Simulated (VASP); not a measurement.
# Ba (Fm-3m) in VASP: notebook

Runs on Ba. Level: PBE+D3(BJ). Tasks: single point, relaxation of cell and atoms.

Everything below comes from runs of VASP 6.6.1. Logs are shortened: lines on timing, memory, paths and dates and some standing lists are left out, and cuts for length are marked.

## (1) The cell of the first run

Symmetry: Fm-3m, No. 225, cubic system. The conventional cell has a = 6.223 Å, b = 6.223 Å, c = 6.223 Å, α = 90.00°, β = 90.00°, γ = 90.00°. Within 5.8 Å of Ba (site symmetry m-3m) lie 12 Ba at 4.40 Å.

## (2) Single point, PBE+D3(BJ)

Contents of INCAR:

```
  PREC = Accurate
  ENCUT = 520
  EDIFF = 1E-6
  ISMEAR = 0
  SIGMA = 0.1
  LREAL = F
  LASPH = T
  NELM = 80
  ALGO = Normal
  ISIF = 2
  LWAVE = F
  LCHARG = F
  GGA = PE
  IVDW = 12
  NBANDS = 11
```

Contents of KPOINTS:

```
regular mesh
0
Gamma
  12 12 12
```

Contents of POSCAR:

```
Ba
1.0
    0.0000000000      3.1112617593      3.1112617593
    3.1112617593      0.0000000000      3.1112617593
    3.1112617593      3.1112617593      0.0000000000
Ba
1
Direct
    0.0000000000      0.0000000000      0.0000000000
```

Potentials or basis: VASP PAW PBE potentials, release 64 (Ba_sv).

Command:

```sh
> cat potpaw_PBE.64/Ba_sv/POTCAR > POTCAR
> mpirun -np 1 vasp_std > vasp.out
```

OUTCAR:

```text
PREC = Accurate
   ENCUT = 520
   EDIFF = 1E-6
   ISMEAR = 0
   LREAL = F
   LASPH = T
   NELM = 80
   ISIF = 2
   GGA = PE
   IVDW = 12
 IVDW          = 12

 ion  position               nearest neighbor table
   1  0.000  0.000  0.000-

  LATTYP: Found a face centered cubic cell.
 ALAT       =     6.2225235186

  Lattice vectors:

 A1 = (   0.0000000000,   3.1112617593,   3.1112617593)
 A2 = (   3.1112617593,   0.0000000000,   3.1112617593)
 A3 = (   3.1112617593,   3.1112617593,   0.0000000000)

Analysis of symmetry for initial positions (statically):
=====================================================================
 Subroutine PRICEL returns:
 Original cell was already a primitive cell.

 Routine SETGRP: Setting up the symmetry group for a
 face centered cubic supercell.

 Subroutine GETGRP returns: Found 48 space group operations
 (whereof 48 operations were pure point group operations)
 out of a pool of 48 trial point group operations.

The static configuration has the point symmetry O_h .

Analysis of symmetry for dynamics (positions and initial velocities):
=====================================================================
 Subroutine PRICEL returns:
 Original cell was already a primitive cell.

 Routine SETGRP: Setting up the symmetry group for a
 face centered cubic supercell.

 Subroutine GETGRP returns: Found 48 space group operations
 (whereof 48 operations were pure point group operations)
 out of a pool of 48 trial point group operations.

The dynamic configuration has the point symmetry O_h .

 Subroutine INISYM returns: Found 48 space group operations
 (whereof 48 operations are pure point group operations),
 and found     1 'primitive' translations

----------------------------------------------------------------------------------------

                                     Primitive cell

  volume of cell :      60.2337

  direct lattice vectors                    reciprocal lattice vectors
     0.000000000  3.111261759  3.111261759    -0.160706504  0.160706504  0.160706504
     3.111261759  0.000000000  3.111261759     0.160706504 -0.160706504  0.160706504
     3.111261759  3.111261759  0.000000000     0.160706504  0.160706504 -0.160706504

  length of vectors
     4.399988576  4.399988576  4.399988576     0.278351830  0.278351830  0.278351830

  position of ions in fractional coordinates (direct lattice)
     0.000000000  0.000000000  0.000000000

  ion indices of the primitive-cell ions
   primitive index   ion index
                 1           1

----------------------------------------------------------------------------------------

 KPOINTS: regular mesh

Automatic generation of k-mesh.
 Grid dimensions read from file:
 generate k-points for:   12   12   12

 Generating k-lattice:

  Cartesian coordinates                     Fractional coordinates (reciprocal lattice)
    -0.013392209  0.013392209  0.013392209     0.083333333  0.000000000  0.000000000
     0.013392209 -0.013392209  0.013392209     0.000000000  0.083333333  0.000000000
     0.013392209  0.013392209 -0.013392209     0.000000000  0.000000000  0.083333333

  Length of vectors
     0.023195986  0.023195986  0.023195986

  Shift w.r.t. Gamma in fractional coordinates (k-lattice)
     0.000000000  0.000000000  0.000000000

 Subroutine IBZKPT returns following result:
 ===========================================

 Found     72 irreducible k-points:

 Following reciprocal coordinates:
            Coordinates               Weight
  0.000000  0.000000  0.000000      1.000000
  0.083333  0.000000  0.000000      8.000000
  0.166667  0.000000  0.000000      8.000000
  0.250000  0.000000  0.000000      8.000000
  0.333333  0.000000  0.000000      8.000000
  0.416667  0.000000  0.000000      8.000000
[... 16 lines left out ...]
  0.500000  0.166667  0.000000     24.000000
 -0.416667  0.166667  0.000000     24.000000
 [... further k-points ...]
   k-points           NKPTS =     72   k-points in BZ     NKDIM =     72   number of bands    NBANDS=     11
   number of dos      NEDOS =    301   number of ions     NIONS =      1
   total plane-waves  NPLWV =  46656
   dimension x,y,z NGX =    36 NGY =   36 NGZ =   36
   dimension x,y,z NGXF=    72 NGYF=   72 NGZF=   72
   ions per type =               1
   NGX,Y,Z   is equivalent  to a cutoff of  13.60, 13.60, 13.60 a.u.
   NGXF,Y,Z  is equivalent  to a cutoff of  27.20, 27.20, 27.20 a.u.
 SYSTEM =  unknown system
   PREC   = accura    normal or accurate (medium, high low for compatibility)
   ISTART =      0    job   : 0-new  1-cont  2-samecut
   ICHARG =      2    charge: 1-file 2-atom 10-const
   ISPIN  =      1    spin polarized calculation?
   LNONCOLLINEAR =      F non collinear calculations
   LSORBIT =      F    spin-orbit coupling
   LASPH  =      T    aspherical Exc in radial PAW
   ENCUT  =  520.0 eV  38.22 Ry    6.18 a.u.   8.18  8.18  8.18*2*pi/ulx,y,z
   NELM   =     80;   NELMIN=  2; NELMDL= -5     # of ELM steps
   EDIFF  = 0.1E-05   stopping-criterion for ELM
   LREAL  =      F    real-space projection
   EDIFFG = 0.1E-04   stopping-criterion for IOM
   NSW    =      0    number of steps for IOM
   IBRION =     -1    ionic relax: 0-MD 1-quasi-New 2-CG
   NFREE  =      0    steps in history (QN), initial steepest desc. (CG)
   ISIF   =      2    stress and relaxation
   ISYM   =      2    0-nonsym 1-usesym 2-fastsym
   POTIM  = 0.5000    time-step for ionic-motion
   TEBEG  =    0.0;   TEEND  =   0.0 temperature during run
   PSTRESS=    0.0 pullay stress
   NELECT =      10.0000    total number of electrons
   NUPDOWN=      -1.0000    fix difference up-down
   EMIN   =  10.00;   EMAX   =-10.00  energy-range for DOS
   EFERMI =   0.00;   METHOD = LEGACY
   ISMEAR =     0;   SIGMA  =   0.10  broadening in eV -4-tet -1-fermi 0-gaus
   EFERMI_NEDOS =   21; number of points for ismear=-14 and -15
   IALGO  =     38    algorithm
   IMIX   =      4    mixing-type and parameters
     AMIX     =   0.40;   BMIX     =  1.00
     AMIX_MAG =   1.60;   BMIX_MAG =  1.00
  volume/ion in A,a.u.               =      60.23       406.48
  Fermi-wavevector in a.u.,A,eV,Ry     =   0.899763  1.700306 11.014923  0.809574
  Thomas-Fermi vector in A             =   2.022637
   LORBIT       =      0    0 simple, 1 ext, 2 COOP (PROOUT), +10 PAW based schemes
   GGA     = PE    functional components
   LHFCALC =     F    Hartree Fock is set to
   AEXX    =    0.0000 exact exchange contribution
   IVDW    =    12    specifies the selected vdW correction
   LEPSILON=     F    determine dielectric tensor
   LRPA    =     F    only Hartree local field effects (RPA)
 non-spin polarized calculation
 Gauss-broadening in eV      SIGMA  =   0.10
  energy-cutoff  :      520.00
  volume of cell :       60.23
 maximum number of plane-waves:      1640
 NGX is ok and might be reduce to    36
   NGX = 17   NGY = 17   NGZ = 17

 number of electron      10.0000000 magnetization

 Free energy of the ion-electron system (eV)
  ---------------------------------------------------
  ext. energy  EPLUGINS =         0.00000000
  ---------------------------------------------------
  free energy    TOTEN  =        -1.88762427 eV

  energy without entropy =       -1.87979585  energy(sigma->0) =       -1.88371006

 E-fermi :   1.8432     XC(G=0):  -7.5524

 val. band max:        1.8376769281   @ k =  -0.3333   0.3333   0.0000
 cond. band min:       1.8548641164   @ k =  -0.2500   0.4167   0.1667
 fundamental gap:      0.0171871883
 Fermi energy:         1.8431842927

 k-point     1 :       0.0000    0.0000    0.0000
  band No.  band energies     occupation
      1     -26.9906      2.00000
      2     -11.9181      2.00000
      3     -11.9181      2.00000
      4     -11.9181      2.00000
      5      -0.9752      2.00000
      6       3.6514      0.00000
      7       3.6514      0.00000
      8       3.6514      0.00000
      9       5.3002      0.00000
     10       5.3002      0.00000
     11       7.9352      0.00000

 k-point     2 :       0.0833    0.0000    0.0000
  band No.  band energies     occupation
      1     -26.9874      2.00000
      2     -11.9566      2.00000
      3     -11.9228      2.00000
      4     -11.9228      2.00000
      5      -0.8451      2.00000
      6       3.4918      0.00000
      7       3.7139      0.00000
      8       3.7139      0.00000
      9       5.2119      0.00000
     10       5.2119      0.00000
     11       8.2501      0.00000

 k-point     3 :       0.1667    0.0000    0.0000
  band No.  band energies     occupation
      1     -26.9785      2.00000
      2     -12.0593      2.00000
      3     -11.9357      2.00000
      4     -11.9357      2.00000
      5      -0.4831      2.00000
      6       3.1521      0.00000
      7       3.8364      0.00000
      8       3.8364      0.00000
      9       5.0886      0.00000
     10       5.0886      0.00000
     11       8.6223      0.00000

 k-point     4 :       0.2500    0.0000    0.0000
  band No.  band energies     occupation
      1     -26.9663      2.00000
      2     -12.1946      2.00000
      3     -11.9532      2.00000
      4     -11.9532      2.00000
      5       0.0208      2.00000
      6       2.8541      0.00000
      7       3.8337      0.00000
      8       3.8337      0.00000
      9       5.2349      0.00000
     10       5.2349      0.00000
     11       8.1168      0.00000
[... 239 lines left out ...]
 k-point    22 :       0.4167    0.1667    0.0000
  band No.  band energies     occupation
      1     -26.9440      2.00000
      2     -12.3422      2.00000
      3     -12.0406      2.00000
      4     -12.0184      2.00000
      5       0.9987      2.00000
      6       2.4244      0.00000
      7       3.1343      0.00000
      8       4.0904      0.00000
      9       5.7810      0.00000
     10       6.4964      0.00000
     11       8.4032      0.00000

 k-point    23 :       0.5000    0.1667    0.0000
  band No.  band energies     occupation
      1     -26.9376      2.00000
      2     -12.3967      2.00000
      3     -12.0689      2.00000
      4     -12.0182      2.00000
      5       1.2484      2.00000
      6       2.4491      0.00000
      7       3.1677      0.00000
      8       3.9530      0.00000
      9       6.4602      0.00000
     10       6.6174      0.00000
     11       7.8515      0.00000

 k-point    24 :      -0.4167    0.1667    0.0000
  band No.  band energies     occupation
      1     -26.9368      2.00000
      2     -12.4012      2.00000
      3     -12.0866      2.00000
      4     -12.0071      2.00000
      5       1.3054      2.00000
      6       2.5019      0.00000
      7       3.1738      0.00000
      8       3.8913      0.00000
      9       6.1768      0.00000
     10       6.8429      0.00000
     11       7.8636      0.00000

 [... further k-points ...]

------------------------ aborting loop because EDIFF is reached ----------------------------------------

 Edisp (eV)   -0.20799

 E8    (eV) :    -0.1197

  FORCE on cell =-STRESS in cart. coord.  units (eV):
  Direction    XX          YY          ZZ          XY          YZ          ZX
  --------------------------------------------------------------------------------------
  -------------------------------------------------------------------------------------
  Total       0.02628     0.02628     0.02628    -0.00000     0.00000    -0.00000
  in kB       0.69911     0.69911     0.69911    -0.00000     0.00000    -0.00000
  external pressure =        0.70 kB  Pullay stress =        0.00 kB

 VOLUME and BASIS-vectors are now :
 -----------------------------------------------------------------------------
  energy-cutoff  :      520.00
  volume of cell :       60.23
      direct lattice vectors                 reciprocal lattice vectors
     0.000000000  3.111261759  3.111261759    -0.160706504  0.160706504  0.160706504
     3.111261759  0.000000000  3.111261759     0.160706504 -0.160706504  0.160706504
     3.111261759  3.111261759  0.000000000     0.160706504  0.160706504 -0.160706504

 POSITION                                       TOTAL-FORCE (eV/Angst)
 -----------------------------------------------------------------------------------
      0.00000      0.00000      0.00000         0.000000      0.000000      0.000000
 -----------------------------------------------------------------------------------
    total drift:                               -0.000000      0.000000      0.000000

  FREE ENERGIE OF THE ION-ELECTRON SYSTEM (eV)
  ---------------------------------------------------
  free  energy   TOTEN  =        -2.0956145610 eV

  energy  without entropy=       -2.0877861429  energy(sigma->0) =       -2.09170035
```

It took 26 s on 1 thread of Intel Xeon Platinum 8488C (Sapphire Rapids), shared host; peak memory 0.23 GiB.

Results:

| Quantity | Value |
| --- | --- |
| Free energy | -2.0956 eV |
| Pressure | 0.1 GPa |
| Band gap on the k mesh | zero (band 5 reaches 1.98 eV, above the bottom of band 6 at 1.61 eV) |
| Dispersion energy per atom | -0.208 eV |

Caveat: spin-orbit coupling is left out, which moves the levels of the heavy elements; pairwise dispersion overbinds metals, which lowers pressure and volume.

## (3) Relaxation of cell and atoms, PBE+D3(BJ)

Contents of INCAR:

```
SYSTEM = Ba
  ALGO = Normal
  EDIFF = 1E-6
  EDIFFG = -0.005
  ENCUT = 600
  GGA = PE
  IBRION = 2
  ISIF = 3
  ISMEAR = 0
  IVDW = 12
  LASPH = .TRUE.
  LCHARG = .FALSE.
  LREAL = .FALSE.
  LWAVE = .FALSE.
  NELM = 60
  NSW = 100
  PREC = Accurate
  SIGMA = 0.1
```

Contents of KPOINTS:

```
k-points
0
G
  12 12 12
  0 0 0
```

POSCAR is that of step 2.

Potentials or basis: VASP PAW PBE potentials, release 64 (Ba_sv).

Command:

```sh
> cat potpaw_PBE.64/Ba_sv/POTCAR > POTCAR
> mpirun -np 1 vasp_std > vasp.out
```

Wall time 37 s (1 thread of Intel Xeon Platinum 8488C (Sapphire Rapids), shared host); peak memory 0.24 GiB.

The run converged. Its results:

- Free energy: -2.0957 eV
- Relaxed volume: 60.46 Å³/atom
- Relaxed cell: a = 4.406 Å, b = 4.406 Å, c = 4.406 Å, α = 60.00°, β = 60.00°, γ = 60.00°
- Space group after relaxing (to 0.05 Å): Fm-3m (No. 225)
- Energy gained by relaxing: 0.1 meV/atom
- Ionic steps: 2
- Pressure after relaxing: 0.0 GPa
- Band gap on the k mesh: zero (band 5 reaches 1.96 eV, above the bottom of band 6 at 1.61 eV)
- Dispersion energy per atom: -0.207 eV

Final structure:
```
CELL_PARAMETERS angstrom
0.00000 3.11522 3.11522
3.11522 0.00000 3.11522
3.11522 3.11522 0.00000
ATOMIC_POSITIONS crystal
Ba 0.00000 0.00000 0.00000
```

Levels at points of the mesh, in eV from the Fermi level:
```csv
k point,band 2,band 3,band 4,band 5,band 6,band 7,band 8,band 9
"(0.00, 0.00, 0.00)",-13.77,-13.77,-13.77,-2.82,1.80,1.80,1.80,3.45
"(0.50, 0.00, 0.00)",-14.29,-13.84,-13.84,-0.99,1.17,1.65,1.65,4.70
"(0.50, 0.50, 0.00)",-14.26,-13.96,-13.96,-0.88,-0.23,2.22,4.72,5.09
```

Caveat: spin-orbit coupling is left out, which moves the levels of the heavy elements; pairwise dispersion overbinds metals, which lowers pressure and volume.
